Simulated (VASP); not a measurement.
# ZnSnP2 (I-42d) in VASP: further runs

Aim: see how the results for ZnSnP2 move with the level of theory and the settings. Levels: r2SCAN, PBE. Tasks: single point.

All numbers are computed with VASP 6.6.1; they aren't measurements. Logs are shortened: lines on timing, memory, paths and dates and some standing lists are left out, and cuts for length are marked.

## (1) The cell of the first run

Symmetry: I-42d, No. 122, tetragonal system. The conventional cell has a = 5.650 Å, b = 5.650 Å, c = 11.327 Å, α = 90.00°, β = 90.00°, γ = 90.00°. Within 3.1 Å of Zn (site symmetry -4) lie 4 P at 2.38 Å. Within 3.3 Å of Sn (site symmetry -4) lie 4 P at 2.52 Å. P (site symmetry 2) has 2 Zn at 2.38 Å and 2 Sn at 2.52 Å within 3.1 Å.

## (2) Single point, r2SCAN

Input file POSCAR:

```
ZnSnP2
1.0
   -2.8252091623      2.8252091623      5.6635692240
    2.8252091623     -2.8252091623      5.6635692240
    2.8252091623      2.8252091623     -5.6635692240
Zn Sn P
2 2 4
Direct
    0.7500000000      0.2500000000      0.5000000000
    0.0000000000      0.0000000000      0.0000000000
    0.2500000000      0.7500000000      0.5000000000
    0.5000000000      0.5000000000      0.0000000000
    0.3750000000      0.3532625018      0.4782625018
    0.6467374982      0.1250000000      0.0217374982
    0.1032625018      0.6250000000      0.9782625018
    0.8750000000      0.8967374982      0.5217374982
```

Input file INCAR.step1:

```
  ALGO = Normal
  EDIFF = 1E-5
  ENCUT = 550
  GGA = PE
  GGA_COMPAT = False
  ISMEAR = 0
  LASPH = True
  LCHARG = False
  LREAL = False
  LWAVE = True
  NBANDS = 46
  NELM = 120
  PREC = Accurate
  SIGMA = 0.01
```

Input file INCAR.step2:

```
  ALGO = Normal
  EDIFF = 1E-6
  ENCUT = 550
  GGA_COMPAT = False
  ISIF = 2
  ISMEAR = 0
  ISTART = 1
  LASPH = True
  LCHARG = False
  LMIXTAU = True
  LREAL = False
  LWAVE = False
  METAGGA = R2SCAN
  NBANDS = 46
  NELM = 120
  PREC = Accurate
  SIGMA = 0.01
```

Input file KPOINTS:

```
k-points
0
Gamma
  6 6 6
```

Potentials or basis: VASP PAW PBE potentials, release 64 (Zn, Sn_d, P).

Run with:

```console
cat potpaw_PBE.64/Zn/POTCAR potpaw_PBE.64/Sn_d/POTCAR potpaw_PBE.64/P/POTCAR > POTCAR
cp INCAR.step1 INCAR
mpirun -np 1 vasp_std > vasp.out
cp INCAR.step2 INCAR
mpirun -np 1 vasp_std > vasp.out
```

OUTCAR:

```text
EDIFF = 1E-6
   ENCUT = 550
   ISIF = 2
   ISMEAR = 0
   ISTART = 1
   LASPH = True
   LREAL = False
   METAGGA = R2SCAN
   NELM = 120
   PREC = Accurate

 ion  position               nearest neighbor table
   1  0.750  0.250  0.500-   5 2.38   7 2.38   6 2.38   8 2.38
   2  0.000  0.000  0.000-   5 2.38   7 2.38   6 2.38   8 2.38
   3  0.250  0.750  0.500-   6 2.52   5 2.52   8 2.52   7 2.52
   4  0.500  0.500  0.000-   8 2.52   6 2.52   7 2.52   5 2.52
   5  0.375  0.353  0.478-   1 2.38   2 2.38   4 2.52   3 2.52
   6  0.647  0.125  0.022-   1 2.38   2 2.38   4 2.52   3 2.52
   7  0.103  0.625  0.978-   1 2.38   2 2.38   3 2.52   4 2.52
   8  0.875  0.897  0.522-   1 2.38   2 2.38   3 2.52   4 2.52

  LATTYP: Found a body centered tetragonal cell.
 ALAT       =     5.6504183246
 C/A-ratio  =     2.0046548410

  Lattice vectors:

 A1 = (  -2.8252091623,   2.8252091623,   5.6635692240)
 A2 = (   2.8252091623,  -2.8252091623,   5.6635692240)
 A3 = (   2.8252091623,   2.8252091623,  -5.6635692240)

Analysis of symmetry for initial positions (statically):
=====================================================================
 Subroutine PRICEL returns:
 Original cell was already a primitive cell.

 Routine SETGRP: Setting up the symmetry group for a
 body centered tetragonal supercell.

 Subroutine GETGRP returns: Found  8 space group operations
 (whereof  4 operations were pure point group operations)
 out of a pool of 16 trial point group operations.

The static configuration has the point symmetry S_4 .
 The point group associated with its full space group is D_2d.

Analysis of symmetry for dynamics (positions and initial velocities):
=====================================================================
 Subroutine PRICEL returns:
 Original cell was already a primitive cell.

 Routine SETGRP: Setting up the symmetry group for a
 body centered tetragonal supercell.

 Subroutine GETGRP returns: Found  8 space group operations
 (whereof  4 operations were pure point group operations)
 out of a pool of 16 trial point group operations.

The dynamic configuration has the point symmetry S_4 .
 The point group associated with its full space group is D_2d.

 Subroutine INISYM returns: Found  8 space group operations
 (whereof  4 operations are pure point group operations),
 and found     1 'primitive' translations

----------------------------------------------------------------------------------------

                                     Primitive cell

  volume of cell :     180.8221

  direct lattice vectors                    reciprocal lattice vectors
    -2.825209162  2.825209162  5.663569224     0.000000000  0.176978047  0.088283551
     2.825209162 -2.825209162  5.663569224     0.176978047  0.000000000  0.088283551
     2.825209162  2.825209162 -5.663569224     0.176978047  0.176978047  0.000000000

  length of vectors
     6.931062687  6.931062687  6.931062687     0.197775667  0.197775667  0.250284754

  position of ions in fractional coordinates (direct lattice)
     0.750000000  0.250000000  0.500000000
     0.000000000  0.000000000  0.000000000
     0.250000000  0.750000000  0.500000000
     0.500000000  0.500000000  0.000000000
     0.375000000  0.353262502  0.478262502
     0.646737498  0.125000000  0.021737498
     0.103262502  0.625000000  0.978262502
     0.875000000  0.896737498  0.521737498

  ion indices of the primitive-cell ions
   primitive index   ion index
                 1           1
                 2           2
                 3           3
                 4           4
                 5           5
                 6           6
                 7           7
                 8           8

----------------------------------------------------------------------------------------

 KPOINTS: k-points

Automatic generation of k-mesh.
 Grid dimensions read from file:
 generate k-points for:    6    6    6

 Generating k-lattice:

  Cartesian coordinates                     Fractional coordinates (reciprocal lattice)
[... 45 lines left out ...]
 non-spin polarized calculation
 Gauss-broadening in eV      SIGMA  =   0.01
  energy-cutoff  :      550.00
  volume of cell :      180.82
 maximum number of plane-waves:      5332
 NGX is ok and might be reduce to    54
   NGX = 27   NGY = 27   NGZ = 27

 number of electron      72.0000018 magnetization

 Free energy of the ion-electron system (eV)
  ---------------------------------------------------
  ext. energy  EPLUGINS =         0.00000000
  ---------------------------------------------------
  free energy    TOTEN  =      -105.38302842 eV

  energy without entropy =     -105.38302842  energy(sigma->0) =     -105.38302842

 E-fermi :   4.5868     XC(G=0): -10.1798

 val. band max:        4.5075847929   @ k =   0.0000   0.0000   0.0000
 cond. band min:       5.7623729197   @ k =   0.0000   0.0000   0.0000
 fundamental gap:      1.2547881269
 Fermi energy:         4.5868036623

 k-point     1 :       0.0000    0.0000    0.0000
  band No.  band energies     occupation
      1     -17.7267      2.00000
      2     -17.7267      2.00000
      3     -17.7264      2.00000
      4     -17.7047      2.00000
      5     -17.6921      2.00000
      6     -17.6921      2.00000
[... 38 lines left out ...]
     45       9.6718      0.00000
     46       9.7957      0.00000

 k-point     2 :       0.1667    0.0000    0.0000
  band No.  band energies     occupation
      1     -17.7287      2.00000
      2     -17.7255      2.00000
      3     -17.7247      2.00000
      4     -17.7054      2.00000
      5     -17.6944      2.00000
      6     -17.6910      2.00000
[... 38 lines left out ...]
     45       9.4404      0.00000
     46       9.9887      0.00000

 k-point     3 :       0.3333    0.0000   -0.0000
  band No.  band energies     occupation
      1     -17.7303      2.00000
      2     -17.7246      2.00000
      3     -17.7214      2.00000
      4     -17.7061      2.00000
      5     -17.6997      2.00000
      6     -17.6891      2.00000
[... 1018 lines left out ...]
     45       9.8158      0.00000
     46      10.1669      0.00000

 k-point    24 :      -0.1667   -0.3333    0.1667
  band No.  band energies     occupation
      1     -17.7304      2.00000
      2     -17.7286      2.00000
      3     -17.7230      2.00000
      4     -17.7078      2.00000
      5     -17.6912      2.00000
      6     -17.6884      2.00000
[... 38 lines left out ...]
     45       9.2630      0.00000
     46       9.7663      0.00000

 [... further k-points ...]

------------------------ aborting loop because EDIFF is reached ----------------------------------------

  FORCE on cell =-STRESS in cart. coord.  units (eV):
  Direction    XX          YY          ZZ          XY          YZ          ZX
  --------------------------------------------------------------------------------------
  -------------------------------------------------------------------------------------
  Total       -0.1355821     -0.1355821     -0.1285500      0.0000000     -0.0000000      0.0000000
  in kB       -1.2013280     -1.2013280     -1.1390200      0.0000000     -0.0000000      0.0000000
  external PRESSURE =      -1.1805587 kB  Pullay stress =       0.0000000 kB

 VOLUME and BASIS-vectors are now :
 -----------------------------------------------------------------------------
  energy-cutoff  :      550.00
  volume of cell :      180.82
      direct lattice vectors                 reciprocal lattice vectors
    -2.825209162  2.825209162  5.663569224     0.000000000  0.176978047  0.088283551
     2.825209162 -2.825209162  5.663569224     0.176978047  0.000000000  0.088283551
     2.825209162  2.825209162 -5.663569224     0.176978047  0.176978047  0.000000000

 POSITION                                       TOTAL-FORCE (eV/Angst)
 -----------------------------------------------------------------------------------
      0.00000      2.82521      2.83178         0.000000     -0.000000      0.000000
      0.00000      0.00000      0.00000        -0.000000     -0.000000      0.000000
      2.82521      0.00000      2.83178         0.000000     -0.000000     -0.000000
      0.00000      0.00000      5.66357        -0.000000     -0.000000     -0.000000
      1.28978      1.41260      1.41589         0.017817     -0.000000     -0.000000
     -1.41260      1.53543      4.24768         0.000000     -0.017817      0.000000
      4.23781      1.28978     -1.41589        -0.000000      0.017817     -0.000000
      1.53543      1.41260      7.07946        -0.017817     -0.000000      0.000000
 -----------------------------------------------------------------------------------
    total drift:                                0.000003      0.000003      0.000004

  FREE ENERGIE OF THE ION-ELECTRON SYSTEM (eV)
  ---------------------------------------------------
  free  energy   TOTEN  =      -105.3830284163 eV

  energy  without entropy=     -105.3830284163  energy(sigma->0) =     -105.38302842
```

Wall time 16 min (1 thread of Intel Xeon Platinum 8488C (Sapphire Rapids), shared host); peak memory 0.56 GiB.

What came out:

* Free energy: -105.3830 eV
* Pressure: -0.1 GPa
* Largest force: 0.018 eV/Å
* Band gap on the k mesh: 1.25 eV

Forces on the atoms (eV/Å):
```
Zn   0.000  0.000  0.000
Zn   0.000  0.000  0.000
Sn   0.000  0.000  0.000
Sn   0.000  0.000  0.000
P    0.018  0.000  0.000
P    0.000 -0.018  0.000
P    0.000  0.018  0.000
P   -0.018  0.000  0.000
```

Levels at points of the mesh, in eV from the valence-band top:
```
           k point  band 34  band 35  band 36  band 37  band 38  band 39
(0.00, 0.00, 0.00)    -0.01     0.00     0.00     1.25     1.65     1.90
(0.50, 0.00, 0.00)    -1.94    -1.51    -1.00     2.80     2.94     3.07
(0.50, 0.50, 0.00)    -1.12    -0.83    -0.83     1.45     1.45     3.22
(0.50, 0.50, 0.50)    -1.75    -1.42    -1.42     1.64     1.64     1.64
```

Caveat: the PAW data sets were made with another functional, which shifts forces and pressure a little; spin-orbit coupling is left out, which moves the levels of the heavy elements. A k mesh can miss the band edges.

## (3) Single point, PBE

Input file INCAR:

```
SYSTEM = ZnSnP2
  PREC = Accurate
  ENCUT = 500
  EDIFF = 1E-6
  ISMEAR = -1
  SIGMA = 0.02
  LREAL = .False.
  LASPH = .True.
  NELM = 120
  ALGO = Normal
  ISIF = 2
  LWAVE = .False.
  LCHARG = .True.
  GGA = PE
  LELF = .True.
  LVHAR = .True.
  NBANDS = 46
  GGA_COMPAT = .False.
```

Input file KPOINTS:

```
regular mesh
0
Gamma
  6 6 6
  0 0 0
```

POSCAR is that of step 2.

Potentials or basis: VASP PAW PBE potentials, release 64 (Zn, Sn_d, P).

Run with:

```console
cat potpaw_PBE.64/Zn/POTCAR potpaw_PBE.64/Sn_d/POTCAR potpaw_PBE.64/P/POTCAR > POTCAR
mpirun -np 1 vasp_std > vasp.out
```

Wall time 7.9 min (1 thread of Oxide Virtual Turin-like, shared host); peak memory 0.49 GiB.

Results (log left out):

* Free energy: -33.0263 eV
* Pressure: 2.0 GPa
* Largest force: 0.063 eV/Å
* Band gap on the k mesh: 0.84 eV

Forces on the atoms (eV/Å):
```
Zn   0.000  0.000  0.000
Zn   0.000  0.000  0.000
Sn   0.000  0.000  0.000
Sn   0.000  0.000  0.000
P   -0.063  0.000  0.000
P    0.000  0.063  0.000
P    0.000 -0.063  0.000
P    0.063  0.000  0.000
```

Levels at points of the mesh, in eV from the valence-band top:
| k point | band 34 | band 35 | band 36 | band 37 | band 38 | band 39 |
| --- | --- | --- | --- | --- | --- | --- |
| (0.00, 0.00, 0.00) | 0.00 | 0.00 | 0.00 | 0.84 | 1.42 | 1.64 |
| (0.50, 0.00, 0.00) | -1.88 | -1.46 | -0.97 | 2.49 | 2.64 | 2.79 |
| (0.50, 0.50, 0.00) | -1.08 | -0.80 | -0.80 | 1.14 | 1.14 | 2.89 |
| (0.50, 0.50, 0.50) | -1.69 | -1.37 | -1.37 | 1.40 | 1.40 | 1.41 |

Caveat: spin-orbit coupling is left out, which moves the levels of the heavy elements. A k mesh can miss the band edges.

## (4) Single point, PBE

This run uses another cell than the first one, of 23.24 Å³/atom.

Input file INCAR:

```
SYSTEM = ZnSnP2
  PREC = Accurate
  ENCUT = 500
  EDIFF = 1E-6
  ISMEAR = -1
  SIGMA = 0.02
  LREAL = .FALSE.
  LASPH = .TRUE.
  NELM = 120
  ALGO = Normal
  ISIF = 2
  LWAVE = .FALSE.
  LCHARG = .FALSE.
  GGA = PE
  NBANDS = 46
  GGA_COMPAT = .FALSE.
```

Input file KPOINTS:

```
Automatic mesh
0
G
  6 6 6
  0 0 0
```

Input file POSCAR:

```
ZnSnP2
1.0
   -2.8511251157      2.8511251157      5.7168577820
    2.8511251157     -2.8511251157      5.7168577820
    2.8511251157      2.8511251157     -5.7168577820
Zn Sn P
2 2 4
Direct
    0.7500000000      0.2500000000      0.5000000000
    0.0000000000      0.0000000000      0.0000000000
    0.2500000000      0.7500000000      0.5000000000
    0.5000000000      0.5000000000      0.0000000000
    0.3750000000      0.3527945280      0.4777945280
    0.6472054720      0.1250000000      0.0222054720
    0.1027945280      0.6250000000      0.9777945280
    0.8750000000      0.8972054720      0.5222054720
```

Run with:

```console
cat potpaw_PBE.64/Zn/POTCAR potpaw_PBE.64/Sn_d/POTCAR potpaw_PBE.64/P/POTCAR > POTCAR
mpirun -np 1 vasp_std > vasp.out
```

Wall time 6.7 min (1 thread of Oxide Virtual Turin-like, shared host); peak memory 0.48 GiB.

Results (log left out):

```yaml
Free_energy: -33.0583 eV
Pressure: 0.0 GPa
Largest_force: 0.023 eV/Å
Band_gap_on_the_k_mesh: 0.69 eV
```

Forces on the atoms (eV/Å):
```
Zn   0.000  0.000  0.000
Zn   0.000  0.000  0.000
Sn   0.000  0.000  0.000
Sn   0.000  0.000  0.000
P    0.023  0.000  0.000
P    0.000 -0.023  0.000
P    0.000  0.023  0.000
P   -0.023  0.000  0.000
```

Levels at points of the mesh, in eV from the valence-band top:
| k point | band 33 | band 34 | band 35 | band 36 | band 37 | band 38 | band 39 | band 40 |
| --- | --- | --- | --- | --- | --- | --- | --- | --- |
| (0.00, 0.00, 0.00) | -2.40 | 0.00 | 0.00 | 0.00 | 0.69 | 1.47 | 1.63 | 3.35 |
| (0.50, 0.00, 0.00) | -2.16 | -1.80 | -1.40 | -0.93 | 2.39 | 2.56 | 2.78 | 3.71 |
| (0.50, 0.50, 0.00) | -1.04 | -1.04 | -0.76 | -0.76 | 1.06 | 1.06 | 2.85 | 2.85 |
| (0.50, 0.50, 0.50) | -1.63 | -1.63 | -1.30 | -1.30 | 1.39 | 1.39 | 1.46 | 1.46 |

Caveat: semilocal functionals underestimate gaps, and a narrow one can read as zero; spin-orbit coupling is left out, which moves the levels of the heavy elements.

## (5) Single point, r2SCAN

Input file POSCAR:

```
ZnSnP2
1.0
   -2.8252091623      2.8252091623      5.6635692240
    2.8252091623     -2.8252091623      5.6635692240
    2.8252091623      2.8252091623     -5.6635692240
Zn Sn P
2 2 4
Direct
    0.7500000000      0.2500000000      0.5000000000
    0.0000000000      0.0000000000      0.0000000000
    0.2500000000      0.7500000000      0.5000000000
    0.5000000000      0.5000000000      0.0000000000
    0.3750000000      0.3532625018      0.4782625018
    0.6467374982      0.1250000000      0.0217374982
    0.1032625018      0.6250000000      0.9782625018
    0.8750000000      0.8967374982      0.5217374982
```

Input file INCAR.step1:

```
SYSTEM = ZnSnP2
ALGO = Normal
EDIFF = 1E-5
ENCUT = 550
GGA = PE
GGA_COMPAT = .False.
ISMEAR = -1
LASPH = .True.
LCHARG = .False.
LREAL = .False.
LWAVE = .True.
NBANDS = 46
NELM = 120
PREC = Accurate
SIGMA = 0.02
```

Input file INCAR.step2:

```
SYSTEM = ZnSnP2
ALGO = Normal
EDIFF = 1E-6
ENCUT = 550
GGA_COMPAT = .False.
ISIF = 2
ISMEAR = -1
ISTART = 1
LASPH = .True.
LCHARG = .False.
LMIXTAU = .True.
LREAL = .False.
LWAVE = .False.
METAGGA = R2SCAN
NBANDS = 46
NELM = 120
PREC = Accurate
SIGMA = 0.02
```

Input file KPOINTS:

```
k-points
0
Gamma
  6 6 6
  0 0 0
```

Run with:

```console
cat potpaw_PBE.64/Zn/POTCAR potpaw_PBE.64/Sn_d/POTCAR potpaw_PBE.64/P/POTCAR > POTCAR
cp INCAR.step1 INCAR
mpirun -np 1 vasp_std > vasp.out
cp INCAR.step2 INCAR
mpirun -np 1 vasp_std > vasp.out
```

It took 35 min on 1 thread of Oxide Virtual Turin-like, shared host; peak memory 0.55 GiB.

It converged, with:

- Free energy: -105.3830 eV
- Pressure: -0.1 GPa
- Largest force: 0.018 eV/Å
- Band gap on the k mesh: 1.25 eV

Forces in eV/Å, atoms in the order of the input:
```
Zn   0.000  0.000  0.000
Zn   0.000  0.000  0.000
Sn   0.000  0.000  0.000
Sn   0.000  0.000  0.000
P    0.018  0.000  0.000
P    0.000 -0.018  0.000
P    0.000  0.018  0.000
P   -0.018  0.000  0.000
```

Levels at points of the mesh, in eV from the valence-band top:
```
           k point  band 33  band 34  band 35  band 36  band 37  band 38  band 39  band 40
(0.00, 0.00, 0.00)    -2.59    -0.01     0.00     0.00     1.25     1.65     1.90     3.64
(0.50, 0.00, 0.00)    -2.32    -1.94    -1.51    -1.00     2.80     2.94     3.07     4.04
(0.50, 0.50, 0.00)    -1.12    -1.12    -0.83    -0.83     1.45     1.45     3.22     3.22
(0.50, 0.50, 0.50)    -1.75    -1.75    -1.42    -1.42     1.64     1.64     1.64     1.64
```

Caveat: the PAW data sets were made with another functional, which shifts forces and pressure a little; spin-orbit coupling is left out, which moves the levels of the heavy elements. A k mesh can miss the band edges.

## (6) Summary

```csv
level,cell,cutoff (eV),smearing,gap on the mesh (eV),pressure (GPa),largest force (eV/Å)
r2SCAN,"a = 6.931 Å, angles 131.9, 131.9, 70.4°, 8 atoms, atomic positions A",550,gaussian 0.01 eV,1.25,-0.1,0.02
PBE,"a = 6.931 Å, angles 131.9, 131.9, 70.4°, 8 atoms, atomic positions A",500,fermi-dirac 0.02 eV,0.84,2.0,0.06
PBE,"a = 6.996 Å, angles 131.9, 131.9, 70.4°, 8 atoms, atomic positions B",500,fermi-dirac 0.02 eV,0.69,0.0,0.02
r2SCAN,"a = 6.931 Å, angles 131.9, 131.9, 70.4°, 8 atoms, atomic positions A",550,fermi-dirac 0.02 eV,1.25,-0.1,0.02
```

Alike in all rows: task single point; potentials or basis VASP PAW PBE potentials, release 64 (Zn, Sn_d, P); no spin polarisation; k mesh 6 × 6 × 6.

On the cell as given the gap runs from 0.84 eV (PBE) to 1.25 eV (r2SCAN). The pressure there spans -0.1 GPa (r2SCAN) to 2.0 GPa (PBE); a positive pressure means that this level wants a larger cell, a negative one a smaller.

Caveats: spin-orbit coupling is left out, which moves the levels of the heavy elements; the PAW data sets were made with another functional, which shifts forces and pressure a little (at least some runs); semilocal functionals underestimate gaps, and a narrow one can read as zero (at least some runs).

Total energies depend on the potentials used, so only differences within one code and one set of settings carry meaning.
